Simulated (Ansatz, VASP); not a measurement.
# Ba in VASP and in Ansatz

File INCAR:

```
PREC = Accurate ; ENCUT = 500
EDIFF = 1E-6 ; ISMEAR = 0
SIGMA = 0.1 ; LREAL = F
LASPH = T ; NELM = 120
ALGO = Normal ; ISIF = 2
LWAVE = F ; LCHARG = F
GGA = PS ; NBANDS = 11
GGA_COMPAT = F
```

File KPOINTS:

```
Automatic mesh
0
Gamma
  4 4 4
```

POSCAR

```
Ba
1.0
   -2.4382289909      2.4382289909      2.4382289909
    2.4382289909     -2.4382289909      2.4382289909
    2.4382289909      2.4382289909     -2.4382289909
Ba
1
Direct
    0.0000000000      0.0000000000      0.0000000000
```

Input for Ansatz:

```yaml
crystal:
  lattice:
    - [-2.4382289909, 2.4382289909, 2.4382289909]
    - [2.4382289909, -2.4382289909, 2.4382289909]
    - [2.4382289909, 2.4382289909, -2.4382289909]
  atoms:
    - { symbol: Ba, position: [0.0, 0.0, 0.0] }
basis:
  ecutwfc: 420
kpoints:
  mp_grid: { grid: [4, 4, 4] }
hamiltonian:
  xc: pbesol
  pseudopotentials: { kind: paw, azcp: { folder: soft_1 } }
scf:
  occupations: { method: gaussian, width: 0.1 }
output:
  forces: true
  stress: true
  eigenvalues: true
```

Alike in both runs: task single point; functional PBEsol; k mesh 4 × 4 × 4; occupations gaussian, width 0.1 eV; no spin polarisation.

|  | VASP | Ansatz |
| --- | --- | --- |
| version | VASP 6.6.1 | Ansatz 0.2.0 |
| potentials or method | VASP PAW PBE potentials, release 64 (Ba_sv), cutoff 500 eV | scalar-relativistic, plane waves, PAW |
| valence electrons in the cell | 10 | 10 |

```csv
,VASP,Ansatz,Ansatz less VASP
gap on the k mesh at the Fermi level (eV),none,none,-
pressure (GPa),0.4,0.3,-0.07
```

VASP's potentials were made for PBE, not for PBEsol, and Ansatz warns of the same on its side. A gap of «none» marks a metal or a gap that the smearing closes.

The k mesh is coarse, so the values compare programs but aren't converged. Spin-orbit coupling is off throughout.
